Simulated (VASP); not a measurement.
# NaF (a.bB) (Fm-3m) in VASP: further runs

Runs on NaF (a.bB). Level: PBEsol. Tasks: single point.

Program: VASP 6.6.1. These are calculated values, not measurements. Logs are shortened: lines on timing, memory, paths and dates and some standing lists are left out, and cuts for length are marked.

**1. The cell of the first run**

The structure is cubic, space group Fm-3m (No. 225). Conventional cell: a = 4.629 Å, b = 4.629 Å, c = 4.629 Å, α = 90.00°, β = 90.00°, γ = 90.00°. Within 3.1 Å of Na (site symmetry m-3m) lie 6 F at 2.31 Å. Within 3.1 Å of F (site symmetry m-3m) lie 6 Na at 2.31 Å.

**2. Single point, PBEsol**

Contents of INCAR:

```
SYSTEM = NaF
  PREC = Accurate
  ENCUT = 600
  EDIFF = 1E-6
  ISMEAR = 0
  SIGMA = 0.02
  LREAL = .False.
  LASPH = .True.
  NELM = 120
  ALGO = Normal
  ISIF = 2
  LWAVE = .False.
  LCHARG = .True.
  GGA = PS
  LELF = .True.
  LVHAR = .True.
  NBANDS = 14
  GGA_COMPAT = .False.
```

Contents of KPOINTS:

```
Automatic mesh
0
Gamma
  8 8 8
  0 0 0
```

Contents of POSCAR:

```
NaF
1.0
    0.0000000000      2.3144065533      2.3144065533
    2.3144065533      0.0000000000      2.3144065533
    2.3144065533      2.3144065533      0.0000000000
Na F
1 1
Direct
    0.0000000000      0.0000000000      0.0000000000
    0.5000000000      0.5000000000      0.5000000000
```

Potentials or basis: VASP PAW PBE potentials, release 64 (Na_pv, F).

The run is started by

```console
$ cat potpaw_PBE.64/Na_pv/POTCAR potpaw_PBE.64/F/POTCAR > POTCAR
$ mpirun -np 1 vasp_std > vasp.out
```

OUTCAR:

```text
SYSTEM = NaF
   PREC = Accurate
   ENCUT = 600
   EDIFF = 1E-6
   ISMEAR = 0
   LREAL = .False.
   LASPH = .True.
   NELM = 120
   ISIF = 2
   GGA = PS

 ion  position               nearest neighbor table
   1  0.000  0.000  0.000-   2 2.31   2 2.31   2 2.31   2 2.31   2 2.31   2 2.31
   2  0.500  0.500  0.500-   1 2.31   1 2.31   1 2.31   1 2.31   1 2.31   1 2.31

  LATTYP: Found a face centered cubic cell.
 ALAT       =     4.6288131066

  Lattice vectors:

 A1 = (   0.0000000000,   2.3144065533,   2.3144065533)
 A2 = (   2.3144065533,   0.0000000000,   2.3144065533)
 A3 = (   2.3144065533,   2.3144065533,   0.0000000000)

Analysis of symmetry for initial positions (statically):
=====================================================================
 Subroutine PRICEL returns:
 Original cell was already a primitive cell.

 Routine SETGRP: Setting up the symmetry group for a
 face centered cubic supercell.

 Subroutine GETGRP returns: Found 48 space group operations
 (whereof 48 operations were pure point group operations)
 out of a pool of 48 trial point group operations.

The static configuration has the point symmetry O_h .

Analysis of symmetry for dynamics (positions and initial velocities):
=====================================================================
 Subroutine PRICEL returns:
 Original cell was already a primitive cell.

 Routine SETGRP: Setting up the symmetry group for a
 face centered cubic supercell.

 Subroutine GETGRP returns: Found 48 space group operations
 (whereof 48 operations were pure point group operations)
 out of a pool of 48 trial point group operations.

The dynamic configuration has the point symmetry O_h .

 Subroutine INISYM returns: Found 48 space group operations
 (whereof 48 operations are pure point group operations),
 and found     1 'primitive' translations

----------------------------------------------------------------------------------------

                                     Primitive cell

  volume of cell :      24.7941

  direct lattice vectors                    reciprocal lattice vectors
     0.000000000  2.314406553  2.314406553    -0.216038102  0.216038102  0.216038102
     2.314406553  0.000000000  2.314406553     0.216038102 -0.216038102  0.216038102
     2.314406553  2.314406553  0.000000000     0.216038102  0.216038102 -0.216038102

  length of vectors
     3.273065137  3.273065137  3.273065137     0.374188970  0.374188970  0.374188970

  position of ions in fractional coordinates (direct lattice)
     0.000000000  0.000000000  0.000000000
     0.500000000  0.500000000  0.500000000

  ion indices of the primitive-cell ions
   primitive index   ion index
                 1           1
                 2           2

----------------------------------------------------------------------------------------

 KPOINTS: Automatic mesh

Automatic generation of k-mesh.
 Grid dimensions read from file:
 generate k-points for:    8    8    8

 Generating k-lattice:

  Cartesian coordinates                     Fractional coordinates (reciprocal lattice)
    -0.027004763  0.027004763  0.027004763     0.125000000  0.000000000  0.000000000
     0.027004763 -0.027004763  0.027004763     0.000000000  0.125000000  0.000000000
     0.027004763  0.027004763 -0.027004763     0.000000000  0.000000000  0.125000000

  Length of vectors
     0.046773621  0.046773621  0.046773621

  Shift w.r.t. Gamma in fractional coordinates (k-lattice)
     0.000000000  0.000000000  0.000000000

 Subroutine IBZKPT returns following result:
 ===========================================

 Found     29 irreducible k-points:

 Following reciprocal coordinates:
            Coordinates               Weight
  0.000000  0.000000  0.000000      1.000000
  0.125000  0.000000  0.000000      8.000000
  0.250000  0.000000  0.000000      8.000000
  0.375000  0.000000  0.000000      8.000000
  0.500000  0.000000  0.000000      4.000000
  0.125000  0.125000  0.000000      6.000000
[... 16 lines left out ...]
  0.500000  0.250000  0.125000     48.000000
 -0.375000  0.250000  0.125000     24.000000
 [... further k-points ...]
   k-points           NKPTS =     29   k-points in BZ     NKDIM =     29   number of bands    NBANDS=     14
   number of dos      NEDOS =    301   number of ions     NIONS =      2
   total plane-waves  NPLWV =  21952
   dimension x,y,z NGX =    28 NGY =   28 NGZ =   28
   dimension x,y,z NGXF=    56 NGYF=   56 NGZF=   56
   ions per type =               1   1
   NGX,Y,Z   is equivalent  to a cutoff of  14.22, 14.22, 14.22 a.u.
   NGXF,Y,Z  is equivalent  to a cutoff of  28.44, 28.44, 28.44 a.u.
 SYSTEM =  NaF
   PREC   = accura    normal or accurate (medium, high low for compatibility)
   ISTART =      0    job   : 0-new  1-cont  2-samecut
   ICHARG =      2    charge: 1-file 2-atom 10-const
   ISPIN  =      1    spin polarized calculation?
   LNONCOLLINEAR =      F non collinear calculations
   LSORBIT =      F    spin-orbit coupling
   LASPH  =      T    aspherical Exc in radial PAW
   ENCUT  =  600.0 eV  44.10 Ry    6.64 a.u.   6.54  6.54  6.54*2*pi/ulx,y,z
   NELM   =    120;   NELMIN=  2; NELMDL= -5     # of ELM steps
   EDIFF  = 0.1E-05   stopping-criterion for ELM
   LREAL  =      F    real-space projection
   EDIFFG = 0.1E-04   stopping-criterion for IOM
   NSW    =      0    number of steps for IOM
   IBRION =     -1    ionic relax: 0-MD 1-quasi-New 2-CG
   NFREE  =      0    steps in history (QN), initial steepest desc. (CG)
   ISIF   =      2    stress and relaxation
   ISYM   =      2    0-nonsym 1-usesym 2-fastsym
   POTIM  = 0.5000    time-step for ionic-motion
   TEBEG  =    0.0;   TEEND  =   0.0 temperature during run
   PSTRESS=    0.0 pullay stress
   NELECT =      14.0000    total number of electrons
   NUPDOWN=      -1.0000    fix difference up-down
   EMIN   =  10.00;   EMAX   =-10.00  energy-range for DOS
   EFERMI =   0.00;   METHOD = LEGACY
   ISMEAR =     0;   SIGMA  =   0.02  broadening in eV -4-tet -1-fermi 0-gaus
   EFERMI_NEDOS =   21; number of points for ismear=-14 and -15
   IALGO  =     38    algorithm
   IMIX   =      4    mixing-type and parameters
     AMIX     =   0.40;   BMIX     =  1.00
     AMIX_MAG =   1.60;   BMIX_MAG =  1.00
  volume/ion in A,a.u.               =      12.40        83.66
  Fermi-wavevector in a.u.,A,eV,Ry     =   1.353114  2.557016 24.911161  1.830919
  Thomas-Fermi vector in A             =   2.480397
   LORBIT       =      0    0 simple, 1 ext, 2 COOP (PROOUT), +10 PAW based schemes
   GGA     = PS    functional components
   LHFCALC =     F    Hartree Fock is set to
   AEXX    =    0.0000 exact exchange contribution
   IVDW    =     0    specifies the selected vdW correction
   LEPSILON=     F    determine dielectric tensor
   LRPA    =     F    only Hartree local field effects (RPA)
 non-spin polarized calculation
 Gauss-broadening in eV      SIGMA  =   0.02
  energy-cutoff  :      600.00
  volume of cell :       24.79
 maximum number of plane-waves:       869
 NGX is ok and might be reduce to    28
   NGX = 13   NGY = 13   NGZ = 13

 number of electron      14.0000006 magnetization

 Free energy of the ion-electron system (eV)
  ---------------------------------------------------
  ext. energy  EPLUGINS =         0.00000000
  ---------------------------------------------------
  free energy    TOTEN  =        -8.77054389 eV

  energy without entropy =       -8.77054389  energy(sigma->0) =       -8.77054389

 E-fermi :  -2.0425     XC(G=0):  -9.3508

 val. band max:       -2.1644774262   @ k =   0.0000   0.0000   0.0000
 cond. band min:       4.0150462858   @ k =   0.0000   0.0000   0.0000
 fundamental gap:      6.1795237120
 Fermi energy:        -2.0425471207

 k-point     1 :       0.0000    0.0000    0.0000
  band No.  band energies     occupation
      1     -21.2277      2.00000
      2     -20.9222      2.00000
      3     -20.9222      2.00000
      4     -20.9222      2.00000
      5      -2.1645      2.00000
      6      -2.1645      2.00000
      7      -2.1645      2.00000
      8       4.0150      0.00000
      9      16.7040      0.00000
     10      16.7040      0.00000
     11      16.7040      0.00000
     12      19.3943      0.00000
     13      21.7856      0.00000
     14      21.7856      0.00000

 k-point     2 :       0.1250    0.0000    0.0000
  band No.  band energies     occupation
      1     -21.4102      2.00000
      2     -20.9240      2.00000
      3     -20.9240      2.00000
      4     -20.7185      2.00000
      5      -2.4684      2.00000
      6      -2.2032      2.00000
      7      -2.2032      2.00000
      8       4.5670      0.00000
      9      14.9229      0.00000
     10      16.9439      0.00000
     11      16.9439      0.00000
     12      21.2089      0.00000
     13      21.2089      0.00000
     14      21.3478      0.00000

 k-point     3 :       0.2500    0.0000    0.0000
  band No.  band energies     occupation
      1     -21.6338      2.00000
      2     -20.9285      2.00000
      3     -20.9285      2.00000
      4     -20.4435      2.00000
      5      -3.0841      2.00000
      6      -2.2956      2.00000
      7      -2.2956      2.00000
      8       5.8902      0.00000
      9      12.8268      0.00000
     10      17.4737      0.00000
     11      17.4737      0.00000
     12      20.5410      0.00000
     13      20.5410      0.00000
     14      22.1056      0.00000

 k-point     4 :       0.3750    0.0000    0.0000
  band No.  band energies     occupation
      1     -21.7820      2.00000
      2     -20.9329      2.00000
      3     -20.9329      2.00000
      4     -20.2431      2.00000
      5      -3.5975      2.00000
      6      -2.3865      2.00000
      7      -2.3865      2.00000
      8       7.4478      0.00000
      9      11.1668      0.00000
     10      17.8075      0.00000
     11      17.8075      0.00000
     12      20.5045      0.00000
     13      20.5045      0.00000
     14      21.6925      0.00000

 k-point     5 :       0.5000    0.0000    0.0000
  band No.  band energies     occupation
      1     -21.8332      2.00000
      2     -20.9347      2.00000
      3     -20.9347      2.00000
      4     -20.1699      2.00000
      5      -3.7902      2.00000
      6      -2.4236      2.00000
      7      -2.4236      2.00000
      8       8.4625      0.00000
      9      10.1986      0.00000
     10      17.8545      0.00000
     11      17.8545      0.00000
[... 276 lines left out ...]
 k-point    22 :       0.3750    0.2500    0.1250
  band No.  band energies     occupation
      1     -21.6132      2.00000
      2     -20.9601      2.00000
      3     -20.9370      2.00000
      4     -20.4228      2.00000
      5      -3.2236      2.00000
      6      -2.4914      2.00000
      7      -2.3809      2.00000
      8       6.9143      0.00000
      9      12.2415      0.00000
     10      16.0733      0.00000
     11      17.7093      0.00000
     12      18.1739      0.00000
     13      22.0749      0.00000
     14      25.0690      0.00000

 k-point    23 :       0.5000    0.2500    0.1250
  band No.  band energies     occupation
      1     -21.6530      2.00000
      2     -20.9757      2.00000
      3     -20.9470      2.00000
      4     -20.3426      2.00000
      5      -3.4299      2.00000
      6      -2.6756      2.00000
      7      -2.4688      2.00000
      8       8.3772      0.00000
      9      11.2647      0.00000
     10      15.1822      0.00000
     11      17.0280      0.00000
     12      19.3178      0.00000
     13      21.3969      0.00000
     14      25.5707      0.00000

 k-point    24 :      -0.3750    0.2500    0.1250
  band No.  band energies     occupation
      1     -21.6674      2.00000
      2     -20.9790      2.00000
      3     -20.9545      2.00000
      4     -20.3113      2.00000
      5      -3.5028      2.00000
      6      -2.7549      2.00000
      7      -2.5077      2.00000
      8       9.4710      0.00000
      9      10.4311      0.00000
     10      14.8865      0.00000
     11      16.7258      0.00000
     12      19.9147      0.00000
     13      20.9813      0.00000
     14      25.7935      0.00000

 [... further k-points ...]
[... 5 lines left out ...]
  --------------------------------------------------------------------------------------
  -------------------------------------------------------------------------------------
  Total       -0.0235884     -0.0235884     -0.0235884     -0.0000000     -0.0000000      0.0000000
  in kB       -1.5242641     -1.5242641     -1.5242641     -0.0000000     -0.0000000      0.0000000
  external PRESSURE =      -1.5242641 kB  Pullay stress =       0.0000000 kB

 VOLUME and BASIS-vectors are now :
 -----------------------------------------------------------------------------
  energy-cutoff  :      600.00
  volume of cell :       24.79
      direct lattice vectors                 reciprocal lattice vectors
     0.000000000  2.314406553  2.314406553    -0.216038102  0.216038102  0.216038102
     2.314406553  0.000000000  2.314406553     0.216038102 -0.216038102  0.216038102
     2.314406553  2.314406553  0.000000000     0.216038102  0.216038102 -0.216038102

 POSITION                                       TOTAL-FORCE (eV/Angst)
 -----------------------------------------------------------------------------------
      0.00000      0.00000      0.00000         0.000000      0.000000     -0.000000
      2.31441      2.31441      2.31441         0.000000     -0.000000      0.000000
 -----------------------------------------------------------------------------------
    total drift:                                0.000000      0.000000      0.000000

  FREE ENERGIE OF THE ION-ELECTRON SYSTEM (eV)
  ---------------------------------------------------
  free  energy   TOTEN  =        -8.7705438882 eV

  energy  without entropy=       -8.7705438882  energy(sigma->0) =       -8.77054389
```

It took 8.4 s on 1 thread of Intel Xeon 6975P-C (Granite Rapids), shared host; peak memory 0.15 GiB.

Results:

- Free energy: -8.7705 eV
- Pressure: -0.2 GPa
- Band gap on the k mesh: 6.18 eV, direct

Levels at points of the mesh, in eV from the valence-band top:
```csv
k point,band 4,band 5,band 6,band 7,band 8,band 9,band 10,band 11
"(0.00, 0.00, 0.00)",-18.76,0.00,0.00,0.00,6.18,18.87,18.87,18.87
"(0.50, 0.00, 0.00)",-18.01,-1.63,-0.26,-0.26,10.63,12.36,20.02,20.02
"(0.50, 0.50, 0.00)",-18.80,-1.30,-0.41,-0.41,13.01,13.11,13.56,19.68
```

Caveat: the PAW data sets were made with another functional, which shifts forces and pressure a little.

[end of part 1 of 2]
